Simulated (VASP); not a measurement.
Runs of VASP 6.6.1 on Si2Cl. The structure is that of space group P4/mmm (No. 123), or close to it. The cells are those of the table. 

```csv
task,cell,k mesh,cutoff (eV),gap on the mesh (eV),pressure (GPa),relaxed volume (Å³/atom)
single point,"a = 3.656, b = 3.656, c = 4.541 Å, 3 atoms",6 × 6 × 4,520,none,4.5,-
single point,"a = 3.562, b = 3.562, c = 5.075 Å, 3 atoms",6 × 6 × 4,520,none,(a),-
single point,"a = 3.597, b = 3.597, c = 5.011 Å, 3 atoms",14 × 14 × 10,520,none,0.0,-
relaxation of cell and atoms,"relaxed from a = 3.562, b = 3.562, c = 5.075 Å, 3 atoms",14 × 14 × 10,600,none,0.0,21.63
relaxation of cell and atoms,"relaxed from a = 3.656, b = 3.656, c = 4.541 Å, 3 atoms",6 × 6 × 4,600,none,-0.1,21.60
```

Alike in all rows: level PBE; potentials or basis VASP PAW PBE potentials, release 64 (Si, Cl); no spin polarisation; smearing gaussian 0.1 eV.

Estimate the missing entries.

(a) 0.2.

Caveats: an odd number of electrons without spin polarisation forces a metal; a magnetic or distorted state may lie lower.

A gap of «none» marks levels without a gap at the run's occupations.
